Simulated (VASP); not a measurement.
Here is a VASP 6.6.1 calculation.

The input INCAR:

```
  ALGO = Normal
  EDIFF = 1E-6
  ENCUT = 520
  GGA = PE
  ISIF = 2
  ISMEAR = -1
  LASPH = True
  LCHARG = False
  LREAL = False
  LWAVE = False
  NBANDS = 12
  NELM = 100
  PREC = Accurate
  SIGMA = 0.06122561905347299
```

Contents of KPOINTS:

```
k-points
0
Gamma
  23 23 23
```

The input POSCAR:

```
Ti
1.0
    0.0000000000      2.0145830510      2.0145830510
    2.0145830510      0.0000000000      2.0145830510
    2.0145830510      2.0145830510      0.0000000000
Ti
1
Direct
    0.0000000000      0.0000000000      0.0000000000
```

Potentials or basis: VASP PAW PBE potentials, release 64 (Ti_sv).

The run is started by

```console
$ cat potpaw_PBE.64/Ti_sv/POTCAR > POTCAR
$ mpirun -np 1 vasp_std > vasp.out
```

Q: Estimate the band gap on the k mesh.

A: Zero (band 6 reaches 9.79 eV, above the bottom of band 7 at 8.42 eV).

Q: Predict the pressure.

A: 7.0 GPa.
